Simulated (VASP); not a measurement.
# BaTe (I4/mmm) in VASP: single point with r2SCAN

Aim: the single point of BaTe with r2SCAN.

All numbers are computed with VASP 6.6.1; they aren't measurements. Logs are shortened: lines on timing, memory, paths and dates and some standing lists are left out, and cuts for length are marked.

### 1 The cell of the first run

It takes space group I4/mmm (No. 139, tetragonal). Conventional cell: a = 5.145 Å, b = 5.145 Å, c = 7.007 Å, α = 90.00°, β = 90.00°, γ = 90.00°. Within 4.6 Å of Ba (site symmetry 4/mmm) lie 6 Te at 3.50 to 3.64 Å. Te (site symmetry 4/mmm) has 6 Ba at 3.50 to 3.64 Å within 4.6 Å.

### 2 Single point, r2SCAN (epitaxial xy strain +3.0%)

Contents of POSCAR:

```
BaTe
1.0
    0.0000000000      3.6383584296      3.5033386564
    3.6383584296      0.0000000000      3.5033386564
    3.6383584296      3.6383584296      0.0000000000
Ba Te
1 1
Direct
    0.0000000000      0.0000000000      0.0000000000
    0.5000000000      0.5000000000      0.5000000000
```

Contents of INCAR.step1:

```
ALGO = Normal
EDIFF = 1E-4
ENCUT = 520
GGA = PE
ISMEAR = 0
LASPH = True
LCHARG = False
LREAL = False
LWAVE = True
NBANDS = 15
NELM = 60
PREC = Accurate
SIGMA = 0.01
```

Contents of INCAR.step2:

```
ALGO = Normal
EDIFF = 1E-7
ENCUT = 520
ISIF = 2
ISMEAR = 0
ISTART = 1
LASPH = True
LCHARG = False
LMIXTAU = True
LREAL = False
LWAVE = False
METAGGA = R2SCAN
NBANDS = 15
NELM = 60
PREC = Accurate
SIGMA = 0.01
```

Contents of KPOINTS:

```
k-points
0
Gamma
  6 6 6
```

Potentials or basis: VASP PAW PBE potentials, release 64 (Ba_sv, Te).

The run is started by

```sh
cat potpaw_PBE.64/Ba_sv/POTCAR potpaw_PBE.64/Te/POTCAR > POTCAR
cp INCAR.step1 INCAR
mpirun -np 1 vasp_std > vasp.out
cp INCAR.step2 INCAR
mpirun -np 1 vasp_std > vasp.out
```

OUTCAR:

```text
EDIFF = 1E-7
   ENCUT = 520
   ISIF = 2
   ISMEAR = 0
   ISTART = 1
   LASPH = True
   LREAL = False
   METAGGA = R2SCAN
   NELM = 60
   PREC = Accurate

 ion  position               nearest neighbor table
   1  0.000  0.000  0.000-   2 3.50   2 3.50   2 3.64   2 3.64   2 3.64   2 3.64
   2  0.500  0.500  0.500-   1 3.50   1 3.50   1 3.64   1 3.64   1 3.64   1 3.64

  LATTYP: Found a body centered tetragonal cell.
 ALAT       =     5.1454158359
 C/A-ratio  =     1.3617319836

  Lattice vectors:

 A1 = (   0.0000000000,  -3.6383584296,  -3.5033386564)
 A2 = (   0.0000000000,   3.6383584296,  -3.5033386564)
 A3 = (   3.6383584296,   0.0000000000,   3.5033386564)

Analysis of symmetry for initial positions (statically):
=====================================================================
 Subroutine PRICEL returns:
 Original cell was already a primitive cell.

 Routine SETGRP: Setting up the symmetry group for a
 body centered tetragonal supercell.

 Subroutine GETGRP returns: Found 16 space group operations
 (whereof 16 operations were pure point group operations)
 out of a pool of 16 trial point group operations.

The static configuration has the point symmetry D_4h.

Analysis of symmetry for dynamics (positions and initial velocities):
=====================================================================
 Subroutine PRICEL returns:
 Original cell was already a primitive cell.

 Routine SETGRP: Setting up the symmetry group for a
 body centered tetragonal supercell.

 Subroutine GETGRP returns: Found 16 space group operations
 (whereof 16 operations were pure point group operations)
 out of a pool of 16 trial point group operations.

The dynamic configuration has the point symmetry D_4h.

 Subroutine INISYM returns: Found 16 space group operations
 (whereof 16 operations are pure point group operations),
 and found     1 'primitive' translations

----------------------------------------------------------------------------------------

                                     Primitive cell

  volume of cell :      92.7520

  direct lattice vectors                    reciprocal lattice vectors
     0.000000000  3.638358430  3.503338656    -0.137424613  0.137424613  0.142721001
     3.638358430  0.000000000  3.503338656     0.137424613 -0.137424613  0.142721001
     3.638358430  3.638358430  0.000000000     0.137424613  0.137424613 -0.142721001

  length of vectors
     5.050844860  5.050844860  5.145415836     0.241123066  0.241123066  0.241123066

  position of ions in fractional coordinates (direct lattice)
     0.000000000  0.000000000  0.000000000
     0.500000000  0.500000000  0.500000000

  ion indices of the primitive-cell ions
   primitive index   ion index
                 1           1
                 2           2

----------------------------------------------------------------------------------------

 KPOINTS: k-points

Automatic generation of k-mesh.
 Grid dimensions read from file:
 generate k-points for:    6    6    6

 Generating k-lattice:

  Cartesian coordinates                     Fractional coordinates (reciprocal lattice)
    -0.022904102  0.022904102  0.023786834     0.166666667 -0.000000000  0.000000000
     0.022904102 -0.022904102  0.023786834    -0.000000000  0.166666667  0.000000000
     0.022904102  0.022904102 -0.023786834     0.000000000  0.000000000  0.166666667

  Length of vectors
     0.040187178  0.040187178  0.040187178

  Shift w.r.t. Gamma in fractional coordinates (k-lattice)
     0.000000000  0.000000000  0.000000000

 Subroutine IBZKPT returns following result:
 ===========================================

 Found     30 irreducible k-points:

 Following reciprocal coordinates:
            Coordinates               Weight
  0.000000  0.000000  0.000000      1.000000
  0.166667  0.000000  0.000000      8.000000
  0.333333 -0.000000  0.000000      8.000000
  0.500000  0.000000  0.000000      4.000000
  0.166667  0.166667  0.000000      2.000000
  0.333333  0.166667  0.000000      8.000000
[... 16 lines left out ...]
  0.333333  0.000000  0.333333      4.000000
  0.500000 -0.000000  0.333333     16.000000
 [... further k-points ...]
   k-points           NKPTS =     30   k-points in BZ     NKDIM =     30   number of bands    NBANDS=     15
   number of dos      NEDOS =    301   number of ions     NIONS =      2
   total plane-waves  NPLWV =  64000
   dimension x,y,z NGX =    40 NGY =   40 NGZ =   40
   dimension x,y,z NGXF=    80 NGYF=   80 NGZF=   80
   ions per type =               1   1
   NGX,Y,Z   is equivalent  to a cutoff of  13.17, 13.17, 12.92 a.u.
   NGXF,Y,Z  is equivalent  to a cutoff of  26.33, 26.33, 25.85 a.u.
 SYSTEM =  unknown system
   PREC   = accura    normal or accurate (medium, high low for compatibility)
   ISTART =      1    job   : 0-new  1-cont  2-samecut
   ICHARG =      0    charge: 1-file 2-atom 10-const
   ISPIN  =      1    spin polarized calculation?
   LNONCOLLINEAR =      F non collinear calculations
   LSORBIT =      F    spin-orbit coupling
   LASPH  =      T    aspherical Exc in radial PAW
   ENCUT  =  520.0 eV  38.22 Ry    6.18 a.u.   9.39  9.39  9.57*2*pi/ulx,y,z
   NELM   =     60;   NELMIN=  2; NELMDL=  0     # of ELM steps
   EDIFF  = 0.1E-06   stopping-criterion for ELM
   LREAL  =      F    real-space projection
   EDIFFG = 0.1E-05   stopping-criterion for IOM
   NSW    =      0    number of steps for IOM
   IBRION =     -1    ionic relax: 0-MD 1-quasi-New 2-CG
   NFREE  =      0    steps in history (QN), initial steepest desc. (CG)
   ISIF   =      2    stress and relaxation
   ISYM   =      2    0-nonsym 1-usesym 2-fastsym
   POTIM  = 0.5000    time-step for ionic-motion
   TEBEG  =    0.0;   TEEND  =   0.0 temperature during run
   PSTRESS=    0.0 pullay stress
   NELECT =      16.0000    total number of electrons
   NUPDOWN=      -1.0000    fix difference up-down
   EMIN   =  10.00;   EMAX   =-10.00  energy-range for DOS
   EFERMI =   0.00;   METHOD = LEGACY
   ISMEAR =     0;   SIGMA  =   0.01  broadening in eV -4-tet -1-fermi 0-gaus
   EFERMI_NEDOS =   21; number of points for ismear=-14 and -15
   IALGO  =     38    algorithm
   IMIX   =      4    mixing-type and parameters
     AMIX     =   0.40;   BMIX     =  1.00
     AMIX_MAG =   1.60;   BMIX_MAG =  1.00
  volume/ion in A,a.u.               =      46.38       312.96
  Fermi-wavevector in a.u.,A,eV,Ry     =   0.911326  1.722157 11.299846  0.830515
  Thomas-Fermi vector in A             =   2.035592
   LORBIT       =      0    0 simple, 1 ext, 2 COOP (PROOUT), +10 PAW based schemes
   METAGGA = R2SCAN    functional components
   LHFCALC =     F    Hartree Fock is set to
   AEXX    =    0.0000 exact exchange contribution
   IVDW    =     0    specifies the selected vdW correction
   LEPSILON=     F    determine dielectric tensor
   LRPA    =     F    only Hartree local field effects (RPA)
 non-spin polarized calculation
 Gauss-broadening in eV      SIGMA  =   0.01
  energy-cutoff  :      520.00
  volume of cell :       92.75
 maximum number of plane-waves:      2541
 NGX is ok and might be reduce to    40
   NGX = 19   NGY = 19   NGZ = 19

 number of electron      16.0000000 magnetization

 Free energy of the ion-electron system (eV)
  ---------------------------------------------------
  ext. energy  EPLUGINS =         0.00000000
  ---------------------------------------------------
  free energy    TOTEN  =       -56.00038405 eV

  energy without entropy =      -56.00038405  energy(sigma->0) =      -56.00038405

 E-fermi :   1.7568     XC(G=0):  -8.3015

 val. band max:        1.6447711504   @ k =   0.0000   0.0000   0.0000
 cond. band min:       3.6110134194   @ k =   0.5000   0.5000   0.0000
 fundamental gap:      1.9662422691
 Fermi energy:         1.7567952039

 k-point     1 :       0.0000    0.0000    0.0000
  band No.  band energies     occupation
      1     -26.4351      2.00000
      2     -11.1472      2.00000
      3     -11.1472      2.00000
      4     -11.1418      2.00000
      5      -8.0575      2.00000
      6       1.5682      2.00000
      7       1.5682      2.00000
      8       1.6448      2.00000
      9       4.7884      0.00000
     10       4.8986      0.00000
     11       4.8986      0.00000
     12       5.1156      0.00000
     13       5.5056      0.00000
     14       5.7284      0.00000
     15       9.0573      0.00000

 k-point     2 :       0.1667    0.0000    0.0000
  band No.  band energies     occupation
      1     -26.4328      2.00000
      2     -11.2277      2.00000
      3     -11.1511      2.00000
      4     -11.1444      2.00000
      5      -7.9088      2.00000
      6       0.8954      2.00000
      7       1.2662      2.00000
      8       1.2942      2.00000
      9       4.9799      0.00000
     10       5.2376      0.00000
     11       5.3497      0.00000
     12       5.7592      0.00000
     13       6.1582      0.00000
     14       6.4698      0.00000
     15       9.8163      0.00000

 k-point     3 :       0.3333   -0.0000    0.0000
  band No.  band energies     occupation
      1     -26.4283      2.00000
      2     -11.3768      2.00000
      3     -11.1588      2.00000
      4     -11.1452      2.00000
      5      -7.6180      2.00000
      6      -0.0472      2.00000
      7       0.8044      2.00000
      8       0.8107      2.00000
      9       5.3899      0.00000
     10       6.0997      0.00000
     11       6.1217      0.00000
     12       7.0886      0.00000
     13       7.6349      0.00000
     14       7.9846      0.00000
     15       9.8672      0.00000
[... 343 lines left out ...]
 k-point    23 :       0.3333    0.0000    0.3333
  band No.  band energies     occupation
      1     -26.4265      2.00000
      2     -11.2868      2.00000
      3     -11.1902      2.00000
      4     -11.1840      2.00000
      5      -7.8204      2.00000
      6       0.2070      2.00000
      7       1.2508      2.00000
      8       1.3018      2.00000
      9       3.8618      0.00000
     10       5.9815      0.00000
     11       6.3620      0.00000
     12       7.1043      0.00000
     13       7.1487      0.00000
     14       8.7291      0.00000
     15       9.7246      0.00000

 k-point    24 :       0.5000   -0.0000    0.3333
  band No.  band energies     occupation
      1     -26.4243      2.00000
      2     -11.3036      2.00000
      3     -11.2246      2.00000
      4     -11.1881      2.00000
      5      -7.7683      2.00000
      6       0.3375      2.00000
      7       0.8467      2.00000
      8       1.0634      2.00000
      9       4.1770      0.00000
     10       6.7264      0.00000
     11       7.1120      0.00000
     12       7.2559      0.00000
     13       7.3943      0.00000
     14       7.6644      0.00000
     15       9.4487      0.00000

 [... further k-points ...]

------------------------ aborting loop because EDIFF is reached ----------------------------------------

  FORCE on cell =-STRESS in cart. coord.  units (eV):
  Direction    XX          YY          ZZ          XY          YZ          ZX
  --------------------------------------------------------------------------------------
  -------------------------------------------------------------------------------------
  Total       -1.0065395     -1.0065395      0.2095595      0.0000000     -0.0000000     -0.0000000
  in kB      -17.3867458    -17.3867458      3.6198858      0.0000000     -0.0000000     -0.0000000
  external PRESSURE =     -10.3845353 kB  Pullay stress =       0.0000000 kB

 VOLUME and BASIS-vectors are now :
 -----------------------------------------------------------------------------
  energy-cutoff  :      520.00
  volume of cell :       92.75
      direct lattice vectors                 reciprocal lattice vectors
     0.000000000  3.638358430  3.503338656    -0.137424613  0.137424613  0.142721001
     3.638358430  0.000000000  3.503338656     0.137424613 -0.137424613  0.142721001
     3.638358430  3.638358430  0.000000000     0.137424613  0.137424613 -0.142721001

 POSITION                                       TOTAL-FORCE (eV/Angst)
 -----------------------------------------------------------------------------------
      0.00000      0.00000      0.00000         0.000000     -0.000000      0.000000
      3.63836      3.63836      3.50334        -0.000000      0.000000      0.000000
 -----------------------------------------------------------------------------------
    total drift:                                0.000000     -0.000000     -0.000000

  FREE ENERGIE OF THE ION-ELECTRON SYSTEM (eV)
  ---------------------------------------------------
  free  energy   TOTEN  =       -56.0003840486 eV

  energy  without entropy=      -56.0003840486  energy(sigma->0) =      -56.00038405
```

Run time: 2.3 min. Hardware: 1 thread of Intel Xeon Platinum 8488C (Sapphire Rapids), shared host; peak memory 0.27 GiB.

Results:

* Free energy: -56.0004 eV
* Pressure: -1.0 GPa
* Band gap on the k mesh: 1.97 eV, indirect (least direct gap 2.36 eV)

Caveat: the cell differs from its parent crystal (epitaxial xy strain +3.0%); the PAW data sets were made with another functional, which shifts forces and pressure a little; spin-orbit coupling is left out, which moves the levels of the heavy elements.
